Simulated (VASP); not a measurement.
Crystal: BN.

```
B N
1.0
     2.50084    0.00000    0.00000
    -1.25042    2.16579    0.00000
     0.00000    0.00000    6.89313
B N
2 2
Direct
  0.33333 0.66667 0.25000
  0.66667 0.33333 0.75000
  0.66667 0.33333 0.25000
  0.33333 0.66667 0.75000
```

Program: VASP 6.6.1. Alike in all runs: task single point; potentials or basis VASP PAW PBE potentials, release 64 (B, N); no spin polarisation; cell as given; k mesh 6 × 6 × 2; cutoff (eV) 520; smearing gaussian 0.01 eV. Hardware: 1 thread of Intel Xeon 6975P-C (shared host).

Task: Order these runs on this cell by their wall time, lowest first.
A. level HSE06; grid for exact exchange (PRECFOCK) Normal; screening parameter 0.2079 1/Å
B. level PBE
C. level r2SCAN

Result: B (9.1 s), C (35 s), A (410 s).

Caveats: all runs use coarse meshes.
